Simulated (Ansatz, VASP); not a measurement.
# Two plane-wave programs on Bi

Contents of INCAR:

```
ALGO = Normal ; DIPOL = 0.5 0.5 0.428
EDIFF = 1E-6 ; ENCUT = 400
GGA = PE ; GGA_COMPAT = False
IDIPOL = 3 ; ISIF = 2
ISMEAR = 0 ; IVDW = 12
LASPH = True ; LCHARG = False
LDIPOL = True ; LREAL = False
LWAVE = False ; NBANDS = 134
NELM = 120 ; NELMDL = -8
PREC = Accurate ; SIGMA = 0.1
```

File KPOINTS:

```
k-points
0
Gamma
  3 3 1
```

POSCAR

```
Bi
1.0
    9.0651812595      0.0000000000      0.0000000000
   -4.5325906298      8.2023281676      0.0000000000
    0.0000000000      0.0000000000     25.3542415530
Bi
16
Direct
    0.4860765290      0.4721530580      0.3155290598
    0.4860765290      0.9721530580      0.3155290598
    0.9860765290      0.4721530580      0.3155290598
    0.9860765290      0.9721530580      0.3155290598
    0.6666057787      0.3332115575      0.3851126714
    0.6666057787      0.8332115575      0.3851126714
    0.1666057788      0.3332115575      0.3851126714
    0.1666057788      0.8332115575      0.3851126714
    0.8208018844      0.6418556282      0.4731194133
    0.8205654425      0.1432030326      0.4760304294
    0.3211310290      0.6423493375      0.4766097301
    0.3227126627      0.1433452443      0.4760277340
    0.9844122318      0.4772089673      0.5373237511
    0.9865111574      0.9728898572      0.5368328023
    0.4925809998      0.4771505476      0.5373802160
    0.4874308217      0.9749639319      0.5387463068
```

Input for Ansatz:

```yaml
crystal:
  lattice:
    - [9.0651812595, 0.0, 0.0]
    - [-4.5325906298, 8.2023281676, 0.0]
    - [0.0, 0.0, 25.354241553]
  atoms:
    - { symbol: Bi, position: [0.486076529, 0.472153058, 0.3155290598] }
    - { symbol: Bi, position: [0.486076529, 0.972153058, 0.3155290598] }
    - { symbol: Bi, position: [0.986076529, 0.472153058, 0.3155290598] }
    - { symbol: Bi, position: [0.986076529, 0.972153058, 0.3155290598] }
    - { symbol: Bi, position: [0.6666057787, 0.3332115575, 0.3851126714] }
    - { symbol: Bi, position: [0.6666057787, 0.8332115575, 0.3851126714] }
    - { symbol: Bi, position: [0.1666057788, 0.3332115575, 0.3851126714] }
    - { symbol: Bi, position: [0.1666057788, 0.8332115575, 0.3851126714] }
    - { symbol: Bi, position: [0.8208018844, 0.6418556282, 0.4731194133] }
    - { symbol: Bi, position: [0.8205654425, 0.1432030326, 0.4760304294] }
    - { symbol: Bi, position: [0.321131029, 0.6423493375, 0.4766097301] }
    - { symbol: Bi, position: [0.3227126627, 0.1433452443, 0.476027734] }
    - { symbol: Bi, position: [0.9844122318, 0.4772089673, 0.5373237511] }
    - { symbol: Bi, position: [0.9865111574, 0.9728898572, 0.5368328023] }
    - { symbol: Bi, position: [0.4925809998, 0.4771505476, 0.537380216] }
    - { symbol: Bi, position: [0.4874308217, 0.9749639319, 0.5387463068] }
basis:
  ecutwfc: 420
kpoints:
  mp_grid: { grid: [3, 3, 1] }
hamiltonian:
  xc: pbe
  dispersion: d3bj
scf:
  occupations: { method: gaussian, width: 0.1 }
output:
  forces: true
  eigenvalues: true
  write_density: true
  volumetric_format: npy
efield:
  axis: 3
  dipole_correction: true
  ramp_width: 0.04
```

Alike in both runs: task single point; functional PBE; dispersion D3(BJ); k mesh 3 × 3 × 1; occupations gaussian, width 0.1 eV; no spin polarisation.

```csv
,VASP,Ansatz
version,VASP 6.6.1,Ansatz 0.2.0
potentials or method,"VASP PAW PBE potentials, release 64 (Bi_d), cutoff 400 eV","scalar-relativistic, plane waves, PAW"
valence electrons in the cell,240,240
```

Ansatz gave:

| Item | Value |
| --- | --- |
| gap on the k mesh at the Fermi level (eV) | 0.24 |
| least direct gap on the mesh (eV) | 0.25 |
| rms of the force components (eV/Å) | 0.340 |

Problem. What did VASP give for the same quantities?

Solution. gap on the k mesh at the Fermi level (eV): 0.23; least direct gap on the mesh (eV): 0.25; rms of the force components (eV/Å): 0.337.

Atom by atom the forces differ by 0.006 eV/Å (rms over components).

Neither program's run includes spin-orbit coupling.
